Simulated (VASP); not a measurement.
# NaSe3 (R-3c) in VASP: notebook

Runs on NaSe3. Level: PBE. Tasks: single point, relaxation of cell and atoms.

Everything below comes from runs of VASP 6.6.1. Logs are shortened: lines on timing, memory, paths and dates and some standing lists are left out, and cuts for length are marked.

## Step 1: The cell of the first run

Symmetry: R-3c, No. 167, trigonal system. The conventional cell has a = 9.044 Å, b = 9.044 Å, c = 8.337 Å, α = 90.00°, β = 90.00°, γ = 120.00°. Na (site symmetry -3) has 6 Se at 2.70 Å within 3.6 Å. Within 3.6 Å of Se (site symmetry 2) lie 2 Na at 2.70 Å and 4 Se at 2.96 Å.

## Step 2: Single point, PBE

INCAR reads:

```
PREC = Accurate ; ENCUT = 520
EDIFF = 1E-6 ; ISMEAR = 0
SIGMA = 0.1 ; LREAL = F
LASPH = T ; NELM = 80
ALGO = Normal ; ISIF = 2
LWAVE = F ; LCHARG = F
GGA = PE ; NBANDS = 35
```

KPOINTS reads:

```
regular mesh
0
Gamma
  6 6 6
```

POSCAR reads:

```
NaSe3
1.0
    4.5219096399      2.6107257479      2.7791120253
   -4.5219096399      2.6107257479      2.7791120253
    0.0000000000     -5.2214514957      2.7791120253
Na Se
2 6
Direct
    0.5000000000      0.5000000000      0.5000000000
    0.0000000000      0.0000000000      0.0000000000
    0.7509739529      0.2500000000      0.7490260471
    0.7490260471      0.7509739529      0.2500000000
    0.2500000000      0.7490260471      0.7509739529
    0.2490260471      0.7500000000      0.2509739529
    0.2509739529      0.2490260471      0.7500000000
    0.7500000000      0.2509739529      0.2490260471
```

Potentials or basis: VASP PAW PBE potentials, release 64 (Na_pv, Se).

Run with:

```sh
$ cat potpaw_PBE.64/Na_pv/POTCAR potpaw_PBE.64/Se/POTCAR > POTCAR
$ mpirun -np 1 vasp_std > vasp.out
```

OUTCAR:

```text
PREC = Accurate
   ENCUT = 520
   EDIFF = 1E-6
   ISMEAR = 0
   LREAL = F
   LASPH = T
   NELM = 80
   ISIF = 2
   GGA = PE

 ion  position               nearest neighbor table
   1  0.500  0.500  0.500-   3 2.70   6 2.70   5 2.70   8 2.70   7 2.70   4 2.70
   2  0.000  0.000  0.000-   5 2.70   8 2.70   6 2.70   3 2.70   7 2.70   4 2.70
   3  0.751  0.250  0.749-   1 2.70   2 2.70
   4  0.749  0.751  0.250-   1 2.70   2 2.70
   5  0.250  0.749  0.751-   2 2.70   1 2.70
   6  0.249  0.750  0.251-   1 2.70   2 2.70
   7  0.251  0.249  0.750-   1 2.70   2 2.70
   8  0.750  0.251  0.249-   2 2.70   1 2.70

  LATTYP: Found a trigonal (rhomboedric) cell.
 ALAT       =     5.9149826180
 COS(alpha) =    -0.1688716077

  Lattice vectors:

 A1 = (   4.5219096399,   2.6107257479,   2.7791120253)
 A2 = (  -4.5219096399,   2.6107257479,   2.7791120253)
 A3 = (   0.0000000000,  -5.2214514957,   2.7791120253)

Analysis of symmetry for initial positions (statically):
=====================================================================
 Subroutine PRICEL returns:
 Original cell was already a primitive cell.

 Routine SETGRP: Setting up the symmetry group for a
 trigonal (rhombohedral) supercell.

 Subroutine GETGRP returns: Found 12 space group operations
 (whereof  6 operations were pure point group operations)
 out of a pool of 12 trial point group operations.

The static configuration has the point symmetry S_6 .
 The point group associated with its full space group is D_3d.

Analysis of symmetry for dynamics (positions and initial velocities):
=====================================================================
 Subroutine PRICEL returns:
 Original cell was already a primitive cell.

 Routine SETGRP: Setting up the symmetry group for a
 trigonal (rhombohedral) supercell.

 Subroutine GETGRP returns: Found 12 space group operations
 (whereof  6 operations were pure point group operations)
 out of a pool of 12 trial point group operations.

The dynamic configuration has the point symmetry S_6 .
 The point group associated with its full space group is D_3d.

 Subroutine INISYM returns: Found 12 space group operations
 (whereof  6 operations are pure point group operations),
 and found     1 'primitive' translations

----------------------------------------------------------------------------------------

                                     Primitive cell

  volume of cell :     196.8523
[... 107 lines left out ...]
   ISIF   =      2    stress and relaxation
   ISYM   =      2    0-nonsym 1-usesym 2-fastsym
   POTIM  = 0.5000    time-step for ionic-motion
   TEBEG  =    0.0;   TEEND  =   0.0 temperature during run
   PSTRESS=    0.0 pullay stress
   NELECT =      50.0000    total number of electrons
   NUPDOWN=      -1.0000    fix difference up-down
   EMIN   =  10.00;   EMAX   =-10.00  energy-range for DOS
   EFERMI =   0.00;   METHOD = LEGACY
   ISMEAR =     0;   SIGMA  =   0.10  broadening in eV -4-tet -1-fermi 0-gaus
   EFERMI_NEDOS =   21; number of points for ismear=-14 and -15
   IALGO  =     38    algorithm
   IMIX   =      4    mixing-type and parameters
     AMIX     =   0.40;   BMIX     =  1.00
     AMIX_MAG =   1.60;   BMIX_MAG =  1.00
  volume/ion in A,a.u.               =      24.61       166.05
  Fermi-wavevector in a.u.,A,eV,Ry     =   1.036775  1.959221 14.624947  1.074903
  Thomas-Fermi vector in A             =   2.171182
   LORBIT       =      0    0 simple, 1 ext, 2 COOP (PROOUT), +10 PAW based schemes
   GGA     = PE    functional components
   LHFCALC =     F    Hartree Fock is set to
   AEXX    =    0.0000 exact exchange contribution
   IVDW    =     0    specifies the selected vdW correction
   LEPSILON=     F    determine dielectric tensor
   LRPA    =     F    only Hartree local field effects (RPA)
 non-spin polarized calculation
 Gauss-broadening in eV      SIGMA  =   0.10
  energy-cutoff  :      520.00
  volume of cell :      196.85
 maximum number of plane-waves:      5319
 NGX is ok and might be reduce to    48
   NGX = 21   NGY = 21   NGZ = 21

 number of electron      49.9999980 magnetization

 Free energy of the ion-electron system (eV)
  ---------------------------------------------------
  ext. energy  EPLUGINS =         0.00000000
  ---------------------------------------------------
  free energy    TOTEN  =       -23.34262395 eV

  energy without entropy =      -23.32308969  energy(sigma->0) =      -23.33285682

 E-fermi :   2.1858     XC(G=0):  -8.9299

 val. band max:        2.1842659133   @ k =   0.5000   0.5000   0.1667
 cond. band min:       2.2060430696   @ k =   0.5000   0.5000  -0.0000
 fundamental gap:      0.0217771563
 Fermi energy:         2.1858128871

 k-point     1 :       0.0000    0.0000    0.0000
  band No.  band energies     occupation
      1     -20.8720      2.00000
      2     -20.8720      2.00000
      3     -20.8674      2.00000
      4     -20.8674      2.00000
      5     -20.8235      2.00000
      6     -20.8176      2.00000
[... 901 lines left out ...]
     34       9.3151      0.00000
     35       9.6672      0.00000

 [... further k-points ...]

------------------------ aborting loop because EDIFF is reached ----------------------------------------

  FORCE on cell =-STRESS in cart. coord.  units (eV):
  Direction    XX          YY          ZZ          XY          YZ          ZX
  --------------------------------------------------------------------------------------
  -------------------------------------------------------------------------------------
  Total        0.1183563      0.1183563      0.0475744      0.0000000      0.0000000      0.0000000
  in kB        0.9632997      0.9632997      0.3872071      0.0000000      0.0000000      0.0000000
  external PRESSURE =       0.7712689 kB  Pullay stress =       0.0000000 kB

 VOLUME and BASIS-vectors are now :
 -----------------------------------------------------------------------------
  energy-cutoff  :      520.00
  volume of cell :      196.85
      direct lattice vectors                 reciprocal lattice vectors
     4.521909640  2.610725748  2.779112025     0.110572754  0.063839209  0.119942388
    -4.521909640  2.610725748  2.779112025    -0.110572754  0.063839209  0.119942388
     0.000000000 -5.221451496  2.779112025     0.000000000 -0.127678418  0.119942388

 POSITION                                       TOTAL-FORCE (eV/Angst)
 -----------------------------------------------------------------------------------
      0.00000      0.00000      4.16867         0.000000      0.000000      0.000000
      0.00000      0.00000      0.00000         0.000000      0.000000      0.000000
      2.26536     -1.29773      4.86345        -0.000523     -0.000905      0.000000
     -0.00881      2.61073      4.86345         0.001045      0.000000     -0.000000
     -2.25655     -1.31299      4.86345        -0.000523      0.000905      0.000000
     -2.26536      1.29773      3.47389         0.000523      0.000905      0.000000
      0.00881     -2.61073      3.47389        -0.001045      0.000000     -0.000000
      2.25655      1.31299      3.47389         0.000523     -0.000905      0.000000
 -----------------------------------------------------------------------------------
    total drift:                                0.000000      0.000000     -0.000000

  FREE ENERGIE OF THE ION-ELECTRON SYSTEM (eV)
  ---------------------------------------------------
  free  energy   TOTEN  =       -23.3426239519 eV

  energy  without entropy=      -23.3230896935  energy(sigma->0) =      -23.33285682
```

OSZICAR:

```text
N       E                     dE             d eps       ncg     rms          rms(c)
DAV:   1     0.389933413551E+03    0.38993E+03   -0.21684E+04  2336   0.132E+03
DAV:   2     0.185602536916E+02   -0.37137E+03   -0.35248E+03  2609   0.297E+02
DAV:   3    -0.222720887634E+02   -0.40832E+02   -0.39642E+02  2777   0.107E+02
DAV:   4    -0.235822338374E+02   -0.13101E+01   -0.12901E+01  2535   0.205E+01
DAV:   5    -0.236067000733E+02   -0.24466E-01   -0.24437E-01  2695   0.295E+00    0.590E+00
DAV:   6    -0.233943254880E+02    0.21237E+00   -0.14277E-01  2580   0.172E+00    0.342E+00
DAV:   7    -0.233402249097E+02    0.54101E-01   -0.21727E-01  2647   0.199E+00    0.414E-01
DAV:   8    -0.233425143050E+02   -0.22894E-02   -0.29434E-02  2516   0.760E-01    0.136E-01
DAV:   9    -0.233423034917E+02    0.21081E-03   -0.94772E-04  2832   0.162E-01    0.689E-02
DAV:  10    -0.233426229960E+02   -0.31950E-03   -0.49751E-04  2492   0.101E-01    0.277E-02
DAV:  11    -0.233426208225E+02    0.21735E-05   -0.15359E-05  2944   0.281E-02    0.447E-03
DAV:  12    -0.233426234946E+02   -0.26720E-05   -0.30267E-06  2119   0.861E-03    0.210E-03
DAV:  13    -0.233426239519E+02   -0.45736E-06   -0.49291E-07  1960   0.374E-03
   1 F= -.23342624E+02 E0= -.23332857E+02  d E =-.195343E-01
```

stdout:

```text
POSCAR found type information on POSCAR NaSe
 POSCAR found :  2 types and       8 ions
 scaLAPACK will be used
 LDA part: xc-table for (Slater+PW92), standard interpolation
 POSCAR, INCAR and KPOINTS ok, starting setup
 FFT: planning ... GRIDC
 FFT: planning ... GRID_SOFT
 FFT: planning ... GRID
 WAVECAR not read
 entering main loop
```

Run time: 5.6 min. Hardware: 1 thread of Intel Xeon 6975P-C (Granite Rapids), shared host; peak memory 0.41 GiB.

What came out:

- Free energy: -23.3426 eV
- Pressure: 0.1 GPa
- Band gap on the k mesh: zero (bands 25 and 26 overlap by 3.38 eV)

## Step 3: Relaxation of cell and atoms, PBE

INCAR reads:

```
PREC     = Accurate       # precision mode
ENCUT    = 600            # plane-wave cutoff, eV
EDIFF    = 1E-6           # SCF threshold, eV
ISMEAR   = 0              # smearing method
SIGMA    = 0.1            # smearing width, eV
LREAL    = F              # projectors in reciprocal space
LASPH    = T              # aspherical terms in the spheres
NELM     = 60             # most SCF steps
ALGO     = Normal         # electronic algorithm
ISIF     = 3              # what is computed and relaxed
LWAVE    = F              # write WAVECAR
LCHARG   = F              # write CHGCAR
GGA      = PE             # functional
IBRION   = 2              # ionic algorithm
NSW      = 100            # ionic steps
EDIFFG   = -0.01          # ionic threshold
```

KPOINTS reads:

```
Automatic mesh
0
Gamma
  6 6 6
```

POSCAR is that of step 2.

Potentials or basis: VASP PAW PBE potentials, release 64 (Na_pv, Se).

Run with:

```sh
$ cat potpaw_PBE.64/Na_pv/POTCAR potpaw_PBE.64/Se/POTCAR > POTCAR
$ mpirun -np 1 vasp_std > vasp.out
```

OUTCAR:

```text
PREC = Accurate
   ENCUT = 600
   EDIFF = 1E-6
   ISMEAR = 0
   LREAL = F
   LASPH = T
   NELM = 60
   ISIF = 3
   GGA = PE
   IBRION = 2
   NSW = 100
   EDIFFG = -0.01

 ion  position               nearest neighbor table
   1  0.500  0.500  0.500-   3 2.70   6 2.70   5 2.70   8 2.70   7 2.70   4 2.70
   2  0.000  0.000  0.000-   5 2.70   8 2.70   6 2.70   3 2.70   7 2.70   4 2.70
   3  0.751  0.250  0.749-   1 2.70   2 2.70
   4  0.749  0.751  0.250-   1 2.70   2 2.70
   5  0.250  0.749  0.751-   2 2.70   1 2.70
   6  0.249  0.750  0.251-   1 2.70   2 2.70
   7  0.251  0.249  0.750-   1 2.70   2 2.70
   8  0.750  0.251  0.249-   2 2.70   1 2.70

  LATTYP: Found a trigonal (rhomboedric) cell.
 ALAT       =     5.9149826180
 COS(alpha) =    -0.1688716077

  Lattice vectors:

 A1 = (   4.5219096399,   2.6107257479,   2.7791120253)
 A2 = (  -4.5219096399,   2.6107257479,   2.7791120253)
 A3 = (   0.0000000000,  -5.2214514957,   2.7791120253)

Analysis of symmetry for initial positions (statically):
=====================================================================
 Subroutine PRICEL returns:
 Original cell was already a primitive cell.

 Routine SETGRP: Setting up the symmetry group for a
 trigonal (rhombohedral) supercell.

 Subroutine GETGRP returns: Found 12 space group operations
 (whereof  6 operations were pure point group operations)
 out of a pool of 12 trial point group operations.

The static configuration has the point symmetry S_6 .
 The point group associated with its full space group is D_3d.

Analysis of symmetry for dynamics (positions and initial velocities):
=====================================================================
 Subroutine PRICEL returns:
 Original cell was already a primitive cell.

 Routine SETGRP: Setting up the symmetry group for a
[... 200 lines left out ...]
    total drift:                                0.000000      0.000000     -0.000000

  FREE ENERGIE OF THE ION-ELECTRON SYSTEM (eV)
  ---------------------------------------------------
  free  energy   TOTEN  =       -23.3427965380 eV

  energy  without entropy=      -23.3232624771  energy(sigma->0) =      -23.33302951

--------------------------------------- Ionic step        2  -------------------------------------------

 number of electron      49.9999981 magnetization

 Free energy of the ion-electron system (eV)
  ---------------------------------------------------
  ext. energy  EPLUGINS =         0.00000000
  ---------------------------------------------------
  free energy    TOTEN  =       -23.34289080 eV

  energy without entropy =      -23.32326950  energy(sigma->0) =      -23.33308015

 E-fermi :   2.1712     XC(G=0):  -8.9230

 val. band max:        2.1699150362   @ k =   0.5000   0.5000   0.1667
 cond. band min:       2.1914344588   @ k =   0.5000   0.5000  -0.0000
 fundamental gap:      0.0215194226
 Fermi energy:         2.1712144836

 k-point     1 :       0.0000    0.0000    0.0000
  band No.  band energies     occupation
      1     -20.8850      2.00000
      2     -20.8850      2.00000
      3     -20.8805      2.00000
      4     -20.8805      2.00000
      5     -20.8371      2.00000
      6     -20.8313      2.00000
[... 781 lines left out ...]
     29       3.9292      0.00000
     30       3.9358      0.00000

 [... further k-points ...]

------------------------ aborting loop because EDIFF is reached ----------------------------------------

  FORCE on cell =-STRESS in cart. coord.  units (eV):
  Direction    XX          YY          ZZ          XY          YZ          ZX
  --------------------------------------------------------------------------------------
  -------------------------------------------------------------------------------------
  Total        0.0171115      0.0171115      0.0190310     -0.0000000      0.0000000      0.0000000
  in kB        0.1390414      0.1390414      0.1546378     -0.0000000      0.0000000      0.0000000
  external PRESSURE =       0.1442402 kB  Pullay stress =       0.0000000 kB

 VOLUME and BASIS-vectors are now :
 -----------------------------------------------------------------------------
  energy-cutoff  :      600.00
  volume of cell :      197.18
      direct lattice vectors                 reciprocal lattice vectors
     4.524994621  2.612506862  2.779896680     0.110497369  0.063795686  0.119908533
    -4.524994621  2.612506862  2.779896680    -0.110497369  0.063795686  0.119908533
    -0.000000000 -5.225013725  2.779896680     0.000000000 -0.127591371  0.119908533

 POSITION                                       TOTAL-FORCE (eV/Angst)
 -----------------------------------------------------------------------------------
     -0.00000      0.00000      4.16985        -0.000000      0.000000     -0.000000
      4.52499     -2.61251      5.55979         0.000000      0.000000     -0.000000
      2.26688     -1.29866      4.86482        -0.000516     -0.000893     -0.000000
     -0.00876      2.61251      4.86482         0.001031      0.000000     -0.000000
     -2.25812     -1.31384      4.86482        -0.000516      0.000893      0.000000
     -2.26688      1.29866      3.47487         0.000516      0.000893      0.000000
      0.00876     -2.61251      3.47487        -0.001031      0.000000      0.000000
      2.25812      1.31384      3.47487         0.000516     -0.000893     -0.000000
 -----------------------------------------------------------------------------------
    total drift:                               -0.000000      0.000000     -0.000000

  FREE ENERGIE OF THE ION-ELECTRON SYSTEM (eV)
  ---------------------------------------------------
  free  energy   TOTEN  =       -23.3428907953 eV

  energy  without entropy=      -23.3232694951  energy(sigma->0) =      -23.33308015

 reached required accuracy - stopping structural energy minimisation
```

OSZICAR:

```text
N       E                     dE             d eps       ncg     rms          rms(c)
DAV:   1     0.430021166739E+03    0.43002E+03   -0.23722E+04  1992   0.171E+03
DAV:   2     0.234196754659E+02   -0.40660E+03   -0.39592E+03  2234   0.357E+02
DAV:   3    -0.215081317403E+02   -0.44928E+02   -0.43086E+02  2376   0.123E+02
[... 12 lines left out ...]
DAV:   1    -0.233433682888E+02   -0.57264E-03   -0.14612E-02  2306   0.107E+00    0.133E-01
DAV:   2    -0.233430177598E+02    0.35053E-03   -0.57317E-04  2192   0.195E-01    0.642E-02
DAV:   3    -0.233428941773E+02    0.12358E-03   -0.34370E-04  2072   0.120E-01    0.155E-02
DAV:   4    -0.233428914847E+02    0.26926E-05   -0.76252E-06  2116   0.256E-02    0.804E-03
DAV:   5    -0.233428907953E+02    0.68939E-06   -0.48915E-07   978   0.662E-03
   2 F= -.23342891E+02 E0= -.23333080E+02  d E =-.942573E-04
```

Wall time 5.5 min (1 thread of Intel Xeon 6975P-C (Granite Rapids), shared host); peak memory 0.44 GiB.

Results:

* Free energy: -23.3429 eV
* Relaxed volume: 24.65 Å³/atom
* Relaxed cell: a = 5.918 Å, b = 5.918 Å, c = 5.918 Å, α = 99.73°, β = 99.73°, γ = 99.73°
* Space group after relaxing (to 0.1 Å): R-3m (No. 166)
* Energy gained by relaxing: 0.0 meV/atom
* Ionic steps: 2
* Pressure after relaxing: 0.0 GPa

Final structure:
```
Na Se
1.0
     4.52499    2.61251    2.77990
    -4.52499    2.61251    2.77990
     0.00000   -5.22501    2.77990
Na Se
2 6
Direct
  0.50000 0.50000 0.50000
  0.00000 0.00000 0.00000
  0.75097 0.25000 0.74903
  0.74903 0.75097 0.25000
  0.25000 0.74903 0.75097
  0.24903 0.75000 0.25097
  0.25097 0.24903 0.75000
  0.75000 0.25097 0.24903
```

Caveat: the highest band is partly filled, so the run has too few bands.

The gap in the log of VASP goes by the Fermi energy; the results here count the filled bands.